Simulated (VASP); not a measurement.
Crystal: LiH.

```
Li H
1.0
     3.08132    0.00000    0.00000
    -1.54066    2.66850    0.00000
     0.00000    0.00000    4.06844
Li H
2 2
Direct
  0.33333 0.66667 0.93750
  0.66667 0.33333 0.43750
  0.33333 0.66667 0.43750
  0.66667 0.33333 0.93750
```

This cell differs from its parent crystal: biaxial xy strain -5.4%.

Base run:

- Program: VASP 6.6.1
- Functional: r2SCAN
- Potentials or basis: VASP PAW PBE potentials, release 64 (Li_sv, H)
- Cutoff: 520 eV
- k mesh: 12 × 12 × 6
- Occupations: gaussian, width 0.01 eV
- Spin: no spin polarisation

Its results: band gap on the k mesh 2.55 eV, indirect (least direct gap 3.30 eV).

Problem. The run is repeated on the same cell with these changes: functional from r2SCAN to PBE; occupations from gaussian, width 0.01 eV to fermi-dirac, width 0.02 eV. What comes out?

Solution. Band gap on the k mesh 2.04 eV, indirect (least direct gap 2.76 eV).

A k mesh can miss the band edges.
